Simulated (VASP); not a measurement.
# SiC (Moissanite) (P6_3mc) in VASP: single point with PBE

Aim: the single point of SiC (Moissanite) with PBE.

Program: VASP 6.6.1. These are calculated values, not measurements. Logs are shortened: lines on timing, memory, paths and dates and some standing lists are left out, and cuts for length are marked.

**1. The cell of the first run**

The structure is hexagonal, space group P6_3mc (No. 186). Conventional cell: a = 3.076 Å, b = 3.076 Å, c = 5.048 Å, α = 90.00°, β = 90.00°, γ = 120.00°. Within 2.5 Å of Si (site symmetry 3m) lie 4 C at 1.87 to 1.94 Å. C (site symmetry 3m) has 4 Si at 1.87 to 1.94 Å within 2.5 Å.

**2. Single point, PBE**

INCAR reads:

```
SYSTEM = SiC
PREC = Accurate ; ENCUT = 520
EDIFF = 1E-6 ; ISMEAR = 0
SIGMA = 0.01 ; LREAL = .False.
LASPH = .True. ; NELM = 80
ALGO = Normal ; ISIF = 2
LWAVE = .False. ; LCHARG = .False.
GGA = PE ; NBANDS = 16
```

KPOINTS reads:

```
Automatic mesh
0
Gamma
  12 12 4
  0 0 0
```

POSCAR reads:

```
SiC
1.0
    3.0760000000      0.0000000000      0.0000000000
   -1.5380000000      2.6638940000      0.0000000000
    0.0000000000      0.0000000000      5.0480000000
Si C
2 2
Direct
    0.3333333333      0.6666666667      0.0000000000
    0.6666666667      0.3333333333      0.5000000000
    0.3333333333      0.6666666667      0.3850000000
    0.6666666667      0.3333333333      0.8850000000
```

Potentials or basis: VASP PAW PBE potentials, release 64 (Si, C).

The run is started by

```
> cat potpaw_PBE.64/Si/POTCAR potpaw_PBE.64/C/POTCAR > POTCAR
> mpirun -np 1 vasp_std > vasp.out
```

OUTCAR:

```text
SYSTEM = SiC
   PREC = Accurate
   ENCUT = 520
   EDIFF = 1E-6
   ISMEAR = 0
   LREAL = .False.
   LASPH = .True.
   NELM = 80
   ISIF = 2
   GGA = PE

 ion  position               nearest neighbor table
   1  0.333  0.667  0.000-   4 1.87   4 1.87   4 1.87   3 1.94   2 3.09   2 3.09   2 3.09   2 3.09
                             2 3.09   2 3.09
   2  0.667  0.333  0.500-   3 1.87   3 1.87   3 1.87   4 1.94   1 3.09   1 3.09   1 3.09   1 3.09
                             1 3.09   1 3.09
   3  0.333  0.667  0.385-   2 1.87   2 1.87   2 1.87   1 1.94
   4  0.667  0.333  0.885-   1 1.87   1 1.87   1 1.87   2 1.94

  LATTYP: Found a hexagonal cell.
 ALAT       =     3.0760000000
 C/A-ratio  =     1.6410923277

  Lattice vectors:

 A1 = (   3.0760000000,   0.0000000000,   0.0000000000)
 A2 = (  -1.5380000000,   2.6638940000,   0.0000000000)
 A3 = (   0.0000000000,   0.0000000000,   5.0480000000)

Analysis of symmetry for initial positions (statically):
=====================================================================
 Subroutine PRICEL returns:
 Original cell was already a primitive cell.

 Routine SETGRP: Setting up the symmetry group for a
 hexagonal supercell.

 Subroutine GETGRP returns: Found 12 space group operations
 (whereof  6 operations were pure point group operations)
 out of a pool of 24 trial point group operations.

The static configuration has the point symmetry C_3v.
 The point group associated with its full space group is C_6v.

Analysis of symmetry for dynamics (positions and initial velocities):
=====================================================================
 Subroutine PRICEL returns:
 Original cell was already a primitive cell.

 Routine SETGRP: Setting up the symmetry group for a
 hexagonal supercell.

 Subroutine GETGRP returns: Found 12 space group operations
 (whereof  6 operations were pure point group operations)
 out of a pool of 24 trial point group operations.

The dynamic configuration has the point symmetry C_3v.
 The point group associated with its full space group is C_6v.

 Subroutine INISYM returns: Found 12 space group operations
 (whereof  6 operations are pure point group operations),
 and found     1 'primitive' translations

----------------------------------------------------------------------------------------

                                     Primitive cell

  volume of cell :      41.3640

  direct lattice vectors                    reciprocal lattice vectors
     3.076000000  0.000000000  0.000000000     0.325097529  0.187695156  0.000000000
    -1.538000000  2.663894000  0.000000000     0.000000000  0.375390312  0.000000000
     0.000000000  0.000000000  5.048000000     0.000000000  0.000000000  0.198098257

  length of vectors
     3.076000000  3.075999877  5.048000000     0.375390297  0.375390312  0.198098257

  position of ions in fractional coordinates (direct lattice)
     0.333333333  0.666666667  0.000000000
     0.666666667  0.333333333  0.500000000
     0.333333333  0.666666667  0.385000000
     0.666666667  0.333333333  0.885000000

  ion indices of the primitive-cell ions
   primitive index   ion index
                 1           1
                 2           2
                 3           3
                 4           4

----------------------------------------------------------------------------------------

 KPOINTS: Automatic mesh

Automatic generation of k-mesh.
 Grid dimensions read from file:
 generate k-points for:   12   12    4

 Generating k-lattice:

  Cartesian coordinates                     Fractional coordinates (reciprocal lattice)
     0.027091461  0.015641263  0.000000000     0.083333333  0.000000000  0.000000000
     0.000000000  0.031282526  0.000000000     0.000000000  0.083333333  0.000000000
     0.000000000  0.000000000  0.049524564     0.000000000  0.000000000  0.250000000

  Length of vectors
     0.031282525  0.031282526  0.049524564

  Shift w.r.t. Gamma in fractional coordinates (k-lattice)
     0.000000000  0.000000000  0.000000000

 Subroutine IBZKPT returns following result:
 ===========================================

 Found     57 irreducible k-points:

 Following reciprocal coordinates:
            Coordinates               Weight
  0.000000  0.000000  0.000000      1.000000
  0.083333 -0.000000  0.000000      6.000000
  0.166667 -0.000000  0.000000      6.000000
  0.250000  0.000000  0.000000      6.000000
  0.333333  0.000000  0.000000      6.000000
  0.416667  0.000000  0.000000      6.000000
[... 16 lines left out ...]
  0.250000  0.000000  0.250000     12.000000
  0.333333  0.000000  0.250000     12.000000
 [... further k-points ...]
   k-points           NKPTS =     57   k-points in BZ     NKDIM =     57   number of bands    NBANDS=     16
   number of dos      NEDOS =    301   number of ions     NIONS =      4
   total plane-waves  NPLWV =  23040
   dimension x,y,z NGX =    24 NGY =   24 NGZ =   40
   dimension x,y,z NGXF=    48 NGYF=   48 NGZF=   80
   ions per type =               2   2
   NGX,Y,Z   is equivalent  to a cutoff of  12.97, 12.97, 13.17 a.u.
   NGXF,Y,Z  is equivalent  to a cutoff of  25.94, 25.94, 26.35 a.u.
 SYSTEM =  SiC
   PREC   = accura    normal or accurate (medium, high low for compatibility)
   ISTART =      0    job   : 0-new  1-cont  2-samecut
   ICHARG =      2    charge: 1-file 2-atom 10-const
   ISPIN  =      1    spin polarized calculation?
   LNONCOLLINEAR =      F non collinear calculations
   LSORBIT =      F    spin-orbit coupling
   LASPH  =      T    aspherical Exc in radial PAW
   ENCUT  =  520.0 eV  38.22 Ry    6.18 a.u.   5.72  5.72  9.39*2*pi/ulx,y,z
   NELM   =     80;   NELMIN=  2; NELMDL= -5     # of ELM steps
   EDIFF  = 0.1E-05   stopping-criterion for ELM
   LREAL  =      F    real-space projection
   EDIFFG = 0.1E-04   stopping-criterion for IOM
   NSW    =      0    number of steps for IOM
   IBRION =     -1    ionic relax: 0-MD 1-quasi-New 2-CG
   NFREE  =      0    steps in history (QN), initial steepest desc. (CG)
   ISIF   =      2    stress and relaxation
   ISYM   =      2    0-nonsym 1-usesym 2-fastsym
   POTIM  = 0.5000    time-step for ionic-motion
   TEBEG  =    0.0;   TEEND  =   0.0 temperature during run
   PSTRESS=    0.0 pullay stress
   NELECT =      16.0000    total number of electrons
   NUPDOWN=      -1.0000    fix difference up-down
   EMIN   =  10.00;   EMAX   =-10.00  energy-range for DOS
   EFERMI =   0.00;   METHOD = LEGACY
   ISMEAR =     0;   SIGMA  =   0.01  broadening in eV -4-tet -1-fermi 0-gaus
   EFERMI_NEDOS =   21; number of points for ismear=-14 and -15
   IALGO  =     38    algorithm
   IMIX   =      4    mixing-type and parameters
     AMIX     =   0.40;   BMIX     =  1.00
     AMIX_MAG =   1.60;   BMIX_MAG =  1.00
  volume/ion in A,a.u.               =      10.34        69.78
  Fermi-wavevector in a.u.,A,eV,Ry     =   1.192817  2.254098 19.358550  1.422813
  Thomas-Fermi vector in A             =   2.328847
   LORBIT       =      0    0 simple, 1 ext, 2 COOP (PROOUT), +10 PAW based schemes
   GGA     = PE    functional components
   LHFCALC =     F    Hartree Fock is set to
   AEXX    =    0.0000 exact exchange contribution
   IVDW    =     0    specifies the selected vdW correction
   LEPSILON=     F    determine dielectric tensor
   LRPA    =     F    only Hartree local field effects (RPA)
 non-spin polarized calculation
 Gauss-broadening in eV      SIGMA  =   0.01
  energy-cutoff  :      520.00
  volume of cell :       41.36
 maximum number of plane-waves:      1132
 NGX is ok and might be reduce to    24
   NGX = 11   NGY = 11   NGZ = 19

 number of electron      16.0000000 magnetization

 Free energy of the ion-electron system (eV)
  ---------------------------------------------------
  ext. energy  EPLUGINS =         0.00000000
  ---------------------------------------------------
  free energy    TOTEN  =       -30.06793087 eV

  energy without entropy =      -30.06793087  energy(sigma->0) =      -30.06793087

 E-fermi :   8.4567     XC(G=0): -11.3487

 val. band max:        8.4092629077   @ k =   0.0000   0.0000   0.0000
 cond. band min:      10.7318820511   @ k =   0.3333   0.3333   0.0000
 fundamental gap:      2.3226191434
 Fermi energy:         8.4566827225

 k-point     1 :       0.0000    0.0000    0.0000
  band No.  band energies     occupation
      1      -7.3153      2.00000
      2      -3.8131      2.00000
      3      -0.2833      2.00000
      4       6.8531      2.00000
      5       6.8531      2.00000
      6       8.1336      2.00000
[... 8 lines left out ...]
     15      17.1130      0.00000
     16      19.7530      0.00000

 k-point     2 :       0.0833   -0.0000    0.0000
  band No.  band energies     occupation
      1      -7.1946      2.00000
      2      -3.7094      2.00000
      3      -0.1711      2.00000
      4       6.1768      2.00000
      5       6.6454      2.00000
      6       7.6828      2.00000
[... 8 lines left out ...]
     15      17.4272      0.00000
     16      18.7202      0.00000

 k-point     3 :       0.1667   -0.0000    0.0000
  band No.  band energies     occupation
      1      -6.8357      2.00000
      2      -3.4067      2.00000
      3       0.1564      2.00000
      4       4.6978      2.00000
      5       6.1740      2.00000
      6       6.5730      2.00000
[... 8 lines left out ...]
     15      17.7308      0.00000
     16      18.1237      0.00000

 k-point     4 :       0.2500    0.0000    0.0000
  band No.  band energies     occupation
      1      -6.2496      2.00000
      2      -2.9405      2.00000
      3       0.6499      2.00000
      4       3.0793      2.00000
      5       5.1918      2.00000
      6       5.6606      2.00000
[... 8 lines left out ...]
     15      18.2187      0.00000
     16      18.9911      0.00000

 k-point     5 :       0.3333    0.0000    0.0000
  band No.  band energies     occupation
      1      -5.4639      2.00000
      2      -2.4272      2.00000
      3       0.9020      2.00000
      4       2.0510      2.00000
      5       3.7841      2.00000
      6       5.2354      2.00000
[... 8 lines left out ...]
     15      19.0737      0.00000
     16      20.2105      0.00000

 k-point     6 :       0.4167    0.0000    0.0000
  band No.  band energies     occupation
      1      -4.5631      2.00000
      2      -2.2533      2.00000
      3       0.3975      2.00000
      4       2.3857      2.00000
      5       2.6612      2.00000
      6       4.9615      2.00000
[... 8 lines left out ...]
     15      19.1444      0.00000
     16      20.3687      0.00000
[... 267 lines left out ...]
 k-point    21 :       0.0833   -0.0000    0.2500
  band No.  band energies     occupation
      1      -6.8922      2.00000
      2      -4.6801      2.00000
      3       1.2892      2.00000
      4       6.3720      2.00000
      5       6.7106      2.00000
      6       6.8216      2.00000
[... 8 lines left out ...]
     15      16.8605      0.00000
     16      19.1392      0.00000

 k-point    22 :       0.1667   -0.0000    0.2500
  band No.  band energies     occupation
      1      -6.5357      2.00000
      2      -4.3514      2.00000
      3       1.5434      2.00000
      4       4.9681      2.00000
      5       5.8813      2.00000
      6       6.3708      2.00000
[... 8 lines left out ...]
     15      17.7326      0.00000
     16      18.8994      0.00000

 k-point    23 :       0.2500    0.0000    0.2500
  band No.  band energies     occupation
      1      -5.9545      2.00000
      2      -3.8284      2.00000
      3       1.7596      2.00000
      4       3.5711      2.00000
      5       4.4952      2.00000
      6       5.8730      2.00000
[... 8 lines left out ...]
     15      18.8439      0.00000
     16      19.2178      0.00000

 k-point    24 :       0.3333    0.0000    0.2500
  band No.  band energies     occupation
      1      -5.1781      2.00000
      2      -3.1790      2.00000
      3       1.0989      2.00000
      4       2.9426      2.00000
      5       3.3826      2.00000
      6       5.4571      2.00000
[... 8 lines left out ...]
     15      19.7725      0.00000
     16      20.0520      0.00000

 [... further k-points ...]
[... 5 lines left out ...]
  --------------------------------------------------------------------------------------
  -------------------------------------------------------------------------------------
  Total        1.3578813      1.3578812      0.1042666      0.0000000      0.0000000      0.0000000
  in kB       52.5956451     52.5956395      4.0386234      0.0000000      0.0000000      0.0000000
  external PRESSURE =      36.4099694 kB  Pullay stress =       0.0000000 kB

 VOLUME and BASIS-vectors are now :
 -----------------------------------------------------------------------------
  energy-cutoff  :      520.00
  volume of cell :       41.36
      direct lattice vectors                 reciprocal lattice vectors
     3.076000000  0.000000000  0.000000000     0.325097529  0.187695156  0.000000000
    -1.538000000  2.663894000  0.000000000     0.000000000  0.375390312  0.000000000
     0.000000000  0.000000000  5.048000000     0.000000000  0.000000000  0.198098257

 POSITION                                       TOTAL-FORCE (eV/Angst)
 -----------------------------------------------------------------------------------
     -0.00000      1.77593      0.00000        -0.000000     -0.000000      0.751569
      1.53800      0.88796      2.52400        -0.000000      0.000000      0.751569
     -0.00000      1.77593      1.94348        -0.000000      0.000000     -0.751569
      1.53800      0.88796      4.46748         0.000000      0.000000     -0.751569
 -----------------------------------------------------------------------------------
    total drift:                                0.000000      0.000000     -0.000219

  FREE ENERGIE OF THE ION-ELECTRON SYSTEM (eV)
  ---------------------------------------------------
  free  energy   TOTEN  =       -30.0679308664 eV

  energy  without entropy=      -30.0679308664  energy(sigma->0) =      -30.06793087
```

Run time: 31 s. Hardware: 1 thread of Intel Xeon Platinum 8375C at 2.90GHz (Ice Lake), shared host; peak memory 0.17 GiB.

Results:

- Free energy: -30.0679 eV
- Pressure: 3.6 GPa
- Largest force: 0.752 eV/Å
- Band gap on the k mesh: 2.32 eV, indirect (least direct gap 4.08 eV)

Forces on the atoms (eV/Å):
```
Si   0.000  0.000  0.752
Si   0.000  0.000  0.752
C    0.000  0.000 -0.752
C    0.000  0.000 -0.752
```
